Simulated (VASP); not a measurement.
Here is a VASP 6.6.1 calculation.

Contents of INCAR:

```
PREC     = Accurate       # precision mode
ENCUT    = 520            # plane-wave cutoff, eV
EDIFF    = 1E-6           # SCF threshold, eV
ISMEAR   = -1             # smearing method
SIGMA    = 0.02           # smearing width, eV
LREAL    = F              # projectors in reciprocal space
LASPH    = T              # aspherical terms in the spheres
NELM     = 80             # most SCF steps
ALGO     = Normal         # electronic algorithm
ISIF     = 2              # what is computed and relaxed
LWAVE    = F              # write WAVECAR
LCHARG   = F              # write CHGCAR
GGA      = PE             # functional
NBANDS   = 10             # bands
```

KPOINTS

```
Automatic mesh
0
Gamma
  8 8 8
```

The input POSCAR:

```
Br
1.0
    0.0000000000      2.3775276768      2.3775276768
    2.3775276768      0.0000000000      2.3775276768
    2.3775276768      2.3775276768      0.0000000000
Br
1
Direct
    0.0000000000      0.0000000000      0.0000000000
```

Potentials or basis: VASP PAW PBE potentials, release 64 (Br).

Run with:

```bash
$ cat potpaw_PBE.64/Br/POTCAR > POTCAR
$ mpirun -np 1 vasp_std > vasp.out
```

Estimate the pressure.

-0.5 GPa.

Estimate the band gap on the k mesh.

zero (an odd number of electrons rules out a gap without spin polarisation).

Caveat: an odd number of electrons without spin polarisation forces a metal; a magnetic or distorted state may lie lower.
